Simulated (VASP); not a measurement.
# BeS (rocksalt type) (Fm-3m) in VASP: single point with PBEsol

Aim: the single point of BeS (rocksalt type) with PBEsol.

All numbers are computed with VASP 6.6.1; they aren't measurements. Logs are shortened: lines on timing, memory, paths and dates and some standing lists are left out, and cuts for length are marked.

## Step 1: The cell of the first run

Symmetry: Fm-3m, No. 225, cubic system. Conventional cell: a = 4.690 Å, b = 4.690 Å, c = 4.690 Å, α = 90.00°, β = 90.00°, γ = 90.00°. Within 3.1 Å of Be (site symmetry m-3m) lie 6 S at 2.34 Å. Within 3.1 Å of S (site symmetry m-3m) lie 6 Be at 2.34 Å.

## Step 2: Single point, PBEsol (functional pbesol, volume scaled by 1.04)

Contents of INCAR:

```
SYSTEM = BeS
ALGO     = Normal         ! electronic algorithm
EDIFF    = 1E-7           ! SCF threshold, eV
ENCUT    = 520            ! plane-wave cutoff, eV
GGA      = PS             ! functional
ISIF     = 2              ! what is computed and relaxed
ISMEAR   = -1             ! smearing method
LASPH    = .TRUE.         ! aspherical terms in the spheres
LCHARG   = .FALSE.        ! write CHGCAR
LREAL    = .FALSE.        ! projectors in reciprocal space
LWAVE    = .FALSE.        ! write WAVECAR
NBANDS   = 11             ! bands
NELM     = 100            ! most SCF steps
PREC     = Accurate       ! precision mode
SIGMA    = 0.08           ! smearing width, eV
```

Contents of KPOINTS:

```
k-points
0
G
  13 13 13
  0 0 0
```

Contents of POSCAR:

```
BeS
1.0
    0.0000000000      2.3449184142      2.3449184142
    2.3449184142      0.0000000000      2.3449184142
    2.3449184142      2.3449184142      0.0000000000
Be S
1 1
Direct
    0.0000000000      0.0000000000      0.0000000000
    0.5000000000      0.5000000000      0.5000000000
```

Potentials or basis: VASP PAW PBE potentials, release 64 (Be, S).

On the command line:

```sh
> cat potpaw_PBE.64/Be/POTCAR potpaw_PBE.64/S/POTCAR > POTCAR
> mpirun -np 1 vasp_std > vasp.out
```

OUTCAR:

```text
SYSTEM = BeS
   EDIFF = 1E-7
   ENCUT = 520
   GGA = PS
   ISIF = 2
   ISMEAR = -1
   LASPH = .TRUE.
   LREAL = .FALSE.
   NELM = 100
   PREC = Accurate

 ion  position               nearest neighbor table
   1  0.000  0.000  0.000-   2 2.34   2 2.34   2 2.34   2 2.34   2 2.34   2 2.34
   2  0.500  0.500  0.500-   1 2.34   1 2.34   1 2.34   1 2.34   1 2.34   1 2.34

  LATTYP: Found a face centered cubic cell.
 ALAT       =     4.6898368284

  Lattice vectors:

 A1 = (   0.0000000000,   2.3449184142,   2.3449184142)
 A2 = (   2.3449184142,   0.0000000000,   2.3449184142)
 A3 = (   2.3449184142,   2.3449184142,   0.0000000000)

Analysis of symmetry for initial positions (statically):
=====================================================================
 Subroutine PRICEL returns:
 Original cell was already a primitive cell.

 Routine SETGRP: Setting up the symmetry group for a
 face centered cubic supercell.

 Subroutine GETGRP returns: Found 48 space group operations
 (whereof 48 operations were pure point group operations)
 out of a pool of 48 trial point group operations.

The static configuration has the point symmetry O_h .

Analysis of symmetry for dynamics (positions and initial velocities):
=====================================================================
 Subroutine PRICEL returns:
 Original cell was already a primitive cell.

 Routine SETGRP: Setting up the symmetry group for a
 face centered cubic supercell.

 Subroutine GETGRP returns: Found 48 space group operations
 (whereof 48 operations were pure point group operations)
 out of a pool of 48 trial point group operations.

The dynamic configuration has the point symmetry O_h .

 Subroutine INISYM returns: Found 48 space group operations
 (whereof 48 operations are pure point group operations),
 and found     1 'primitive' translations

----------------------------------------------------------------------------------------

                                     Primitive cell

  volume of cell :      25.7877

  direct lattice vectors                    reciprocal lattice vectors
     0.000000000  2.344918414  2.344918414    -0.213227035  0.213227035  0.213227035
     2.344918414  0.000000000  2.344918414     0.213227035 -0.213227035  0.213227035
     2.344918414  2.344918414  0.000000000     0.213227035  0.213227035 -0.213227035

  length of vectors
     3.316215424  3.316215424  3.316215424     0.369320058  0.369320058  0.369320058

  position of ions in fractional coordinates (direct lattice)
     0.000000000  0.000000000  0.000000000
[... 81 lines left out ...]
   NSW    =      0    number of steps for IOM
   IBRION =     -1    ionic relax: 0-MD 1-quasi-New 2-CG
   NFREE  =      0    steps in history (QN), initial steepest desc. (CG)
   ISIF   =      2    stress and relaxation
   ISYM   =      2    0-nonsym 1-usesym 2-fastsym
   POTIM  = 0.5000    time-step for ionic-motion
   TEBEG  =    0.0;   TEEND  =   0.0 temperature during run
   PSTRESS=    0.0 pullay stress
   NELECT =       8.0000    total number of electrons
   NUPDOWN=      -1.0000    fix difference up-down
   EMIN   =  10.00;   EMAX   =-10.00  energy-range for DOS
   EFERMI =   0.00;   METHOD = LEGACY
   ISMEAR =    -1;   SIGMA  =   0.08  broadening in eV -4-tet -1-fermi 0-gaus
   EFERMI_NEDOS =   21; number of points for ismear=-14 and -15
   IALGO  =     38    algorithm
   IMIX   =      4    mixing-type and parameters
     AMIX     =   0.40;   BMIX     =  1.00
     AMIX_MAG =   1.60;   BMIX_MAG =  1.00
  volume/ion in A,a.u.               =      12.89        87.01
  Fermi-wavevector in a.u.,A,eV,Ry     =   1.108240  2.094270 16.710615  1.228196
  Thomas-Fermi vector in A             =   2.244764
   LORBIT       =      0    0 simple, 1 ext, 2 COOP (PROOUT), +10 PAW based schemes
   GGA     = PS    functional components
   LHFCALC =     F    Hartree Fock is set to
   AEXX    =    0.0000 exact exchange contribution
   IVDW    =     0    specifies the selected vdW correction
   LEPSILON=     F    determine dielectric tensor
   LRPA    =     F    only Hartree local field effects (RPA)
 non-spin polarized calculation
  energy-cutoff  :      520.00
  volume of cell :       25.79
 maximum number of plane-waves:       725
 NGX is ok and might be reduce to    28
   NGX = 13   NGY = 13   NGZ = 13

 number of electron       7.9999999 magnetization

 Free energy of the ion-electron system (eV)
  ---------------------------------------------------
  ext. energy  EPLUGINS =         0.00000000
  ---------------------------------------------------
  free energy    TOTEN  =        -9.55295731 eV

  energy without entropy =       -9.55291719  energy(sigma->0) =       -9.55293725

 E-fermi :   6.6952     XC(G=0): -10.5732

 val. band max:        6.1475536669   @ k =  -0.1538   0.1538   0.0000
 cond. band min:       7.1235720457   @ k =   0.4615   0.4615   0.0000
 fundamental gap:      0.9760183788
 Fermi energy:         6.6952415138

 k-point     1 :       0.0000    0.0000    0.0000
  band No.  band energies     occupation
      1      -8.6690      2.00000
      2       5.8562      1.99994
      3       5.8562      1.99994
      4       5.8562      1.99994
      5      10.9701      0.00000
      6      14.9313      0.00000
      7      14.9313      0.00000
      8      14.9313      0.00000
      9      15.5134      0.00000
     10      15.5134      0.00000
     11      15.5134      0.00000
[... 309 lines left out ...]
 k-point    24 :       0.4615    0.1538    0.0000
  band No.  band energies     occupation
      1      -6.5234      2.00000
      2      -0.1176      2.00000
      3       4.1032      2.00000
      4       4.6835      2.00000
      5       9.3941      0.00000
      6      11.9772      0.00000
      7      12.1722      0.00000
      8      16.4491      0.00000
      9      16.9047      0.00000
     10      21.9355      0.00000
     11      22.3877      0.00000

 [... further k-points ...]
[... 5 lines left out ...]
  --------------------------------------------------------------------------------------
  -------------------------------------------------------------------------------------
  Total       -1.0326659     -1.0326659     -1.0326659     -0.0000000      0.0000000     -0.0000000
  in kB      -64.1589459    -64.1589459    -64.1589459     -0.0000000      0.0000000     -0.0000000
  external PRESSURE =     -64.1589459 kB  Pullay stress =       0.0000000 kB

 VOLUME and BASIS-vectors are now :
 -----------------------------------------------------------------------------
  energy-cutoff  :      520.00
  volume of cell :       25.79
      direct lattice vectors                 reciprocal lattice vectors
     0.000000000  2.344918414  2.344918414    -0.213227035  0.213227035  0.213227035
     2.344918414  0.000000000  2.344918414     0.213227035 -0.213227035  0.213227035
     2.344918414  2.344918414  0.000000000     0.213227035  0.213227035 -0.213227035

 POSITION                                       TOTAL-FORCE (eV/Angst)
 -----------------------------------------------------------------------------------
      0.00000      0.00000      0.00000         0.000000      0.000000      0.000000
      2.34492      2.34492      2.34492        -0.000000     -0.000000     -0.000000
 -----------------------------------------------------------------------------------
    total drift:                                0.000000      0.000000      0.000000

  FREE ENERGIE OF THE ION-ELECTRON SYSTEM (eV)
  ---------------------------------------------------
  free  energy   TOTEN  =        -9.5529573075 eV

  energy  without entropy=       -9.5529171890  energy(sigma->0) =       -9.55293725
```

stdout:

```text
POSCAR found type information on POSCAR BeS
 POSCAR found :  2 types and       2 ions
 scaLAPACK will be used
 -----------------------------------------------------------------------------
|                                                                             |
|                                                                             |
|     You enforced a specific xc type in the INCAR file but a different       |
|     I HOPE YOU KNOW WHAT YOU ARE DOING!                                     |
|                                                                             |
 -----------------------------------------------------------------------------

 LDA part: xc-table for (Slater+PW92), standard interpolation
 POSCAR, INCAR and KPOINTS ok, starting setup
 FFT: planning ... GRIDC
 FFT: planning ... GRID_SOFT
 FFT: planning ... GRID
 WAVECAR not read
 entering main loop
```

Wall time 27 s (1 thread of Intel Xeon Platinum 8259CL at 2.50GHz (Skylake/Cascade Lake), shared host); peak memory 0.16 GiB.

What came out:

- Free energy: -9.5530 eV
- Pressure: -6.4 GPa
- Band gap on the k mesh: 0.98 eV, indirect (least direct gap 4.01 eV)

Levels at points of the mesh, in eV from the valence-band top:
```csv
k point,band 1,band 2,band 3,band 4,band 5,band 6,band 7,band 8,band 9
"(0.00, 0.00, 0.00)",-14.82,-0.29,-0.29,-0.29,4.82,8.78,8.78,8.78,9.37
```

Caveat: the PAW data sets were made with another functional, which shifts forces and pressure a little.
